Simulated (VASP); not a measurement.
Crystal: ScOs3.

```
Sc Os
1.0
    -1.88133    1.88133    4.20245
     1.88133   -1.88133    4.20245
     1.88133    1.88133   -4.20245
Sc Os
1 3
Direct
  0.00000 0.00000 0.00000
  0.50000 0.50000 0.00000
  0.25000 0.75000 0.50000
  0.75000 0.25000 0.50000
```

| Item | Value |
| --- | --- |
| Program | VASP 6.6.1 |
| Task | relaxation of cell and atoms |
| Functional | PBE |
| Potentials or basis | VASP PAW PBE potentials, release 64 (Sc_sv, Os) |
| Cutoff | 600 eV |
| k mesh | 6 × 6 × 6 |
| Occupations | gaussian, width 0.1 eV |
| Spin | no spin polarisation |

At the start: pressure 12.0 GPa; volume 14.87 Å³/atom.

Question: Where does the relaxation end?

Answer: Over 9 steps the energy falls by 61.5 meV/atom and the volume is 15.43 Å³/atom (+3.7 %); space group I4/mmm (No. 139, to 0.1 Å) before and after.

The path:
| step | energy change (eV) | largest force (eV/Å) | pressure (GPa) | volume (Å³) |
| --- | --- | --- | --- | --- |
| 1 | 0.0000 | 0.0000 | 11.98 | 59.50 |
| 2 | 0.4023 | 0.0000 | -23.29 | 69.51 |
| 3 | -0.1452 | 0.0000 | -3.07 | 62.71 |
| 4 | -0.1455 | 0.0000 | -2.52 | 62.57 |
| 5 | -0.2264 | 0.0000 | -0.22 | 61.86 |
| 6 | -0.2424 | 0.0000 | 1.54 | 61.39 |
| 7 | -0.2429 | 0.0000 | 1.99 | 61.27 |
| 8 | -0.2303 | 0.0000 | -4.13 | 62.72 |
| 9 | -0.2462 | 0.0000 | -0.03 | 61.72 |

Final structure:
```
CELL_PARAMETERS angstrom
-1.97341 1.97341 3.96247
1.97341 -1.97341 3.96247
1.97341 1.97341 -3.96247
ATOMIC_POSITIONS crystal
Sc 0.00000 0.00000 0.00000
Os 0.50000 0.50000 0.00000
Os 0.25000 0.75000 0.50000
Os 0.75000 0.25000 0.50000
```
